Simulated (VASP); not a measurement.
# CdS (Hawleyite) in VASP: notebook, part 2 of 2

VASP 6.6.1.

## (5) Relaxation of the atoms, PBE (volume scaled by 0.94)

INCAR

```
ALGO = Normal
EDIFF = 1E-6
EDIFFG = -0.02
ENCUT = 520
GGA = PE
IBRION = 2
ISIF = 2
ISMEAR = -1
LASPH = True
LCHARG = False
LREAL = False
LWAVE = False
NELM = 100
NSW = 80
PREC = Accurate
SIGMA = 0.02
```

KPOINTS

```
k-points
0
Gamma
  13 13 13
```

POSCAR

```
CdS
1.0
    0.0000000000      2.8569628861      2.8569628861
    2.8569628861      0.0000000000      2.8569628861
    2.8569628861      2.8569628861      0.0000000000
Cd S
1 1
Direct
    0.0000000000      0.0000000000      0.0000000000
    0.2500000000      0.2500000000      0.2500000000
```

Potentials or basis: VASP PAW PBE potentials, release 64 (Cd, S).

Launch:

```bash
> cat potpaw_PBE.64/Cd/POTCAR potpaw_PBE.64/S/POTCAR > POTCAR
> mpirun -np 1 vasp_std > vasp.out
```

OUTCAR:

```text
EDIFF = 1E-6
   EDIFFG = -0.02
   ENCUT = 520
   GGA = PE
   IBRION = 2
   ISIF = 2
   ISMEAR = -1
   LASPH = True
   LREAL = False
   NELM = 100
   NSW = 80
   PREC = Accurate

 ion  position               nearest neighbor table
   1  0.000  0.000  0.000-   2 2.47   2 2.47   2 2.47   2 2.47
   2  0.250  0.250  0.250-   1 2.47   1 2.47   1 2.47   1 2.47

  LATTYP: Found a face centered cubic cell.
 ALAT       =     5.7139257722

  Lattice vectors:

 A1 = (   0.0000000000,   2.8569628861,   2.8569628861)
 A2 = (   2.8569628861,   0.0000000000,   2.8569628861)
 A3 = (   2.8569628861,   2.8569628861,   0.0000000000)

Analysis of symmetry for initial positions (statically):
=====================================================================
 Subroutine PRICEL returns:
 Original cell was already a primitive cell.

 Routine SETGRP: Setting up the symmetry group for a
 face centered cubic supercell.

 Subroutine GETGRP returns: Found 24 space group operations
 (whereof 24 operations were pure point group operations)
 out of a pool of 48 trial point group operations.

The static configuration has the point symmetry T_d .

Analysis of symmetry for dynamics (positions and initial velocities):
=====================================================================
 Subroutine PRICEL returns:
 Original cell was already a primitive cell.

 Routine SETGRP: Setting up the symmetry group for a
 face centered cubic supercell.

 Subroutine GETGRP returns: Found 24 space group operations
 (whereof 24 operations were pure point group operations)
 out of a pool of 48 trial point group operations.

The dynamic configuration has the point symmetry T_d .

 Subroutine INISYM returns: Found 24 space group operations
 (whereof 24 operations are pure point group operations),
 and found     1 'primitive' translations

----------------------------------------------------------------------------------------

                                     Primitive cell

  volume of cell :      46.6384

  direct lattice vectors                    reciprocal lattice vectors
     0.000000000  2.856962886  2.856962886    -0.175011024  0.175011024  0.175011024
     2.856962886  0.000000000  2.856962886     0.175011024 -0.175011024  0.175011024
     2.856962886  2.856962886  0.000000000     0.175011024  0.175011024 -0.175011024

  length of vectors
     4.040355661  4.040355661  4.040355661     0.303127985  0.303127985  0.303127985

  position of ions in fractional coordinates (direct lattice)
     0.000000000  0.000000000  0.000000000
     0.250000000  0.250000000  0.250000000

  ion indices of the primitive-cell ions
   primitive index   ion index
                 1           1
                 2           2

----------------------------------------------------------------------------------------

 KPOINTS: k-points

Automatic generation of k-mesh.
 Grid dimensions read from file:
 generate k-points for:   13   13   13

 Generating k-lattice:

  Cartesian coordinates                     Fractional coordinates (reciprocal lattice)
    -0.013462386  0.013462386  0.013462386     0.076923077  0.000000000  0.000000000
     0.013462386 -0.013462386  0.013462386     0.000000000  0.076923077  0.000000000
     0.013462386  0.013462386 -0.013462386     0.000000000  0.000000000  0.076923077

  Length of vectors
     0.023317537  0.023317537  0.023317537

  Shift w.r.t. Gamma in fractional coordinates (k-lattice)
     0.000000000  0.000000000  0.000000000

 Subroutine IBZKPT returns following result:
 ===========================================

 Found     84 irreducible k-points:

 Following reciprocal coordinates:
            Coordinates               Weight
  0.000000  0.000000  0.000000      1.000000
  0.076923  0.000000  0.000000      8.000000
  0.153846  0.000000  0.000000      8.000000
  0.230769  0.000000  0.000000      8.000000
  0.307692  0.000000  0.000000      8.000000
  0.384615  0.000000  0.000000      8.000000
[... 16 lines left out ...]
  0.384615  0.153846  0.000000     24.000000
  0.461538  0.153846  0.000000     24.000000
 [... further k-points ...]
   k-points           NKPTS =     84   k-points in BZ     NKDIM =     84   number of bands    NBANDS=     13
   number of dos      NEDOS =    301   number of ions     NIONS =      2
   total plane-waves  NPLWV =  27000
   dimension x,y,z NGX =    30 NGY =   30 NGZ =   30
   dimension x,y,z NGXF=    60 NGYF=   60 NGZF=   60
   ions per type =               1   1
   NGX,Y,Z   is equivalent  to a cutoff of  12.34, 12.34, 12.34 a.u.
   NGXF,Y,Z  is equivalent  to a cutoff of  24.69, 24.69, 24.69 a.u.
 SYSTEM =  unknown system
   PREC   = accura    normal or accurate (medium, high low for compatibility)
   ISTART =      0    job   : 0-new  1-cont  2-samecut
   ICHARG =      2    charge: 1-file 2-atom 10-const
   ISPIN  =      1    spin polarized calculation?
   LNONCOLLINEAR =      F non collinear calculations
   LSORBIT =      F    spin-orbit coupling
   LASPH  =      T    aspherical Exc in radial PAW
   ENCUT  =  520.0 eV  38.22 Ry    6.18 a.u.   7.51  7.51  7.51*2*pi/ulx,y,z
   NELM   =    100;   NELMIN=  2; NELMDL= -5     # of ELM steps
   EDIFF  = 0.1E-05   stopping-criterion for ELM
   LREAL  =      F    real-space projection
   EDIFFG = -.2E-01   stopping-criterion for IOM
   NSW    =     80    number of steps for IOM
   IBRION =      2    ionic relax: 0-MD 1-quasi-New 2-CG
   NFREE  =      1    steps in history (QN), initial steepest desc. (CG)
   ISIF   =      2    stress and relaxation
   ISYM   =      2    0-nonsym 1-usesym 2-fastsym
   POTIM  = 0.5000    time-step for ionic-motion
   TEBEG  =    0.0;   TEEND  =   0.0 temperature during run
   PSTRESS=    0.0 pullay stress
   NELECT =      18.0000    total number of electrons
   NUPDOWN=      -1.0000    fix difference up-down
   EMIN   =  10.00;   EMAX   =-10.00  energy-range for DOS
   EFERMI =   0.00;   METHOD = LEGACY
   ISMEAR =    -1;   SIGMA  =   0.02  broadening in eV -4-tet -1-fermi 0-gaus
   EFERMI_NEDOS =   21; number of points for ismear=-14 and -15
   IALGO  =     38    algorithm
   IMIX   =      4    mixing-type and parameters
     AMIX     =   0.40;   BMIX     =  1.00
     AMIX_MAG =   1.60;   BMIX_MAG =  1.00
  volume/ion in A,a.u.               =      23.32       157.37
  Fermi-wavevector in a.u.,A,eV,Ry     =   1.191931  2.252423 19.329786  1.420699
  Thomas-Fermi vector in A             =   2.327981
   LORBIT       =      0    0 simple, 1 ext, 2 COOP (PROOUT), +10 PAW based schemes
   GGA     = PE    functional components
   LHFCALC =     F    Hartree Fock is set to
   AEXX    =    0.0000 exact exchange contribution
   IVDW    =     0    specifies the selected vdW correction
   LEPSILON=     F    determine dielectric tensor
   LRPA    =     F    only Hartree local field effects (RPA)
 conjugate gradient relaxation of ions
 non-spin polarized calculation
  energy-cutoff  :      520.00
  volume of cell :       46.64
 maximum number of plane-waves:      1279
 NGX is ok and might be reduce to    30
   NGX = 15   NGY = 15   NGZ = 15

 number of electron      18.0000004 magnetization

 Free energy of the ion-electron system (eV)
  ---------------------------------------------------
  ext. energy  EPLUGINS =         0.00000000
  ---------------------------------------------------
  free energy    TOTEN  =        -6.01937814 eV

  energy without entropy =       -6.01937814  energy(sigma->0) =       -6.01937814

 E-fermi :   2.2756     XC(G=0):  -9.4437

 val. band max:        1.8696243028   @ k =   0.0000   0.0000   0.0000
 cond. band min:       3.1520732918   @ k =   0.0000   0.0000   0.0000
 fundamental gap:      1.2824489890
 Fermi energy:         2.2756360503

 k-point     1 :       0.0000    0.0000    0.0000
  band No.  band energies     occupation
      1     -10.9035      2.00000
      2      -6.1104      2.00000
      3      -6.1104      2.00000
      4      -6.1104      2.00000
      5      -5.5403      2.00000
      6      -5.5403      2.00000
      7       1.8696      2.00000
      8       1.8696      2.00000
      9       1.8696      2.00000
     10       3.1521      0.00000
     11       8.3917      0.00000
     12       8.3917      0.00000
     13       8.3917      0.00000
[... 353 lines left out ...]
 k-point    24 :       0.4615    0.1538    0.0000
  band No.  band energies     occupation
      1     -10.4075      2.00000
      2      -5.9533      2.00000
      3      -5.9117      2.00000
      4      -5.5955      2.00000
      5      -5.4847      2.00000
      6      -5.1991      2.00000
      7      -2.4014      2.00000
      8       0.3950      2.00000
      9       0.7095      2.00000
     10       5.7924      0.00000
     11       7.9137      0.00000
     12       9.3799      0.00000
     13       9.5570      0.00000

 [... further k-points ...]
[... 5 lines left out ...]
  --------------------------------------------------------------------------------------
  -------------------------------------------------------------------------------------
  Total        2.3312562      2.3312562      2.3312562      0.0000000      0.0000000      0.0000000
  in kB       80.0860372     80.0860372     80.0860372      0.0000000      0.0000000      0.0000000
  external PRESSURE =      80.0860372 kB  Pullay stress =       0.0000000 kB

 VOLUME and BASIS-vectors are now :
 -----------------------------------------------------------------------------
  energy-cutoff  :      520.00
  volume of cell :       46.64
      direct lattice vectors                 reciprocal lattice vectors
     0.000000000  2.856962886  2.856962886    -0.175011024  0.175011024  0.175011024
     2.856962886  0.000000000  2.856962886     0.175011024 -0.175011024  0.175011024
     2.856962886  2.856962886  0.000000000     0.175011024  0.175011024 -0.175011024

 POSITION                                       TOTAL-FORCE (eV/Angst)
 -----------------------------------------------------------------------------------
      0.00000      0.00000      0.00000        -0.000000      0.000000     -0.000000
      1.42848      1.42848      1.42848         0.000000     -0.000000      0.000000
 -----------------------------------------------------------------------------------
    total drift:                               -0.000001     -0.000001     -0.000001

  FREE ENERGIE OF THE ION-ELECTRON SYSTEM (eV)
  ---------------------------------------------------
  free  energy   TOTEN  =        -6.0193781442 eV

  energy  without entropy=       -6.0193781442  energy(sigma->0) =       -6.01937814

 reached required accuracy - stopping structural energy minimisation
```

Run time: 68 s. Hardware: 1 thread of Intel Xeon 6975P-C, shared host; peak memory 0.2 GiB.

Results:

```
Free energy             : -6.0194 eV
Pressure after relaxing : 8.0 GPa
Band gap on the k mesh  : 1.28 eV, direct
```

Final structure:
```
CELL_PARAMETERS angstrom
0.00000 2.85696 2.85696
2.85696 0.00000 2.85696
2.85696 2.85696 0.00000
ATOMIC_POSITIONS crystal
Cd 0.00000 0.00000 0.00000
S 0.25000 0.25000 0.25000
```

Caveat: the relaxation stopped at its first step, so nothing moved.

## (6) Single point, PBE (volume scaled by 1.04, then relaxed in part)

INCAR

```
PREC = Accurate ; ENCUT = 540
EDIFF = 1E-6 ; ISMEAR = -1
SIGMA = 0.02 ; LREAL = False
LASPH = True ; NELM = 120
ALGO = Normal ; ISIF = 2
LWAVE = False ; LCHARG = False
GGA = PE ; NBANDS = 20
GGA_COMPAT = False
```

KPOINTS

```
Automatic mesh
0
Gamma
  13 13 13
```

POSCAR

```
CdS
1.0
    0.0000000000      2.9548794012      2.9548794012
    2.9548794012      0.0000000000      2.9548794012
    2.9548794012      2.9548794012      0.0000000000
Cd S
1 1
Direct
    0.0000000000      0.0000000000      0.0000000000
    0.2500000000      0.2500000000      0.2500000000
```

Potentials or basis: VASP PAW PBE potentials, release 64 (Cd_sv_GW, S).

Launch:

```bash
> cat potpaw_PBE.64/Cd_sv_GW/POTCAR potpaw_PBE.64/S/POTCAR > POTCAR
> mpirun -np 1 vasp_std > vasp.out
```

It took 30 s on 1 thread of Intel Xeon 6975P-C (Granite Rapids), shared host; peak memory 0.25 GiB.

It converged, with:

| Item | Value |
| --- | --- |
| Free energy | -6.2171 eV |
| Pressure | -0.5 GPa |
| Band gap on the k mesh | 1.06 eV, direct |

Levels at points of the mesh, in eV from the valence-band top:
```tsv
k point	band 11	band 12	band 13	band 14	band 15	band 16
(0.00, 0.00, 0.00)	0.00	0.00	0.00	1.06	6.56	6.56
```

 A k mesh can miss the band edges.

## (7) Summary

```csv
task,potentials or basis,cell,cutoff (eV),second run,gap on the mesh (eV),pressure (GPa)
single point,"VASP PAW PBE potentials, release 64 (Cd, S)","a = 4.145, b = 4.145, c = 4.125 Å, angles 60.2, 60.2, 59.7°, 2 atoms",520,-,1.12,2.5
single point,"VASP PAW PBE potentials, release 64 (Cd, S)","a = 4.166, b = 4.166, c = 4.125 Å, angles 60.3, 60.3, 59.3°, 2 atoms",520,-,1.09,1.9
single point,"VASP PAW PBE potentials, release 64 (Cd, S)","a = 4.187, b = 4.187, c = 4.125 Å, angles 60.5, 60.5, 59.0°, 2 atoms",520,-,1.05,1.3
relaxation of the atoms,"VASP PAW PBE potentials, release 64 (Cd, S)","atoms relaxed from a = 4.040 Å, angles 60.0°, 2 atoms",520,-,1.28,8.0
single point,"VASP PAW PBE potentials, release 64 (Cd_sv_GW, S)","a = 4.179 Å, angles 60.0°, 2 atoms",540,valence_matched,1.06,-0.5
```

Alike in all rows: level PBE; no spin polarisation; k mesh 13 × 13 × 13; smearing fermi-dirac 0.02 eV.

Caveats: the relaxation stopped at its first step, so nothing moved (some runs).

Absolute energies hang on the potentials; compare differences alone.
